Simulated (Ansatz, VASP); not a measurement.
Two plane-wave programs on SnO2

```xyz
9
Lattice="-3.2373 0.0000 0.0000 -1.6186 -2.8035 0.0000 -3.8847 -2.2428 12.8755" Properties=species:S:1:pos:R:3 pbc="T T T"
Sn   -3.2373   -1.8690    6.4375
Sn   -3.2373    0.0000    2.1457
Sn   -1.6186   -0.9345   10.7293
O    -3.2373   -1.8690    3.1363
O    -3.2373    0.0000   11.7199
O    -1.6186   -0.9345    7.4281
O    -3.2373   -1.8690    9.7388
O    -3.2373    0.0000    5.4470
O    -1.6186   -0.9345    1.1551
```

Alike in both runs: task single point; functional PBE; dispersion D3(BJ); k mesh 9 × 9 × 2; occupations gaussian, width 0.05 eV; no spin polarisation.

|  | VASP | Ansatz |
| --- | --- | --- |
| version | VASP 6.6.1 | Ansatz 0.2.0 |
| potentials or method | VASP PAW PBE potentials, release 64 (Sn_d, O), cutoff 520 eV | scalar-relativistic, plane waves, PAW |
| valence electrons in the cell | 78 | 78 |

|  | VASP | Ansatz | Ansatz less VASP |
| --- | --- | --- | --- |
| gap on the k mesh at the Fermi level (eV) | 1.27 | 1.30 | +0.025 |
| least direct gap on the mesh (eV) | 1.39 | 1.41 | +0.020 |
| pressure (GPa) | 1.6 | 0.9 | -0.68 |
| traceless stress, the component that is largest in VASP (GPa) | 2.24 | 2.67 | +0.437 |
| rms of the force components (eV/Å) | 0.195 | 0.204 | +0.0094 |

Atom by atom the forces differ by 0.027 eV/Å (rms over components).
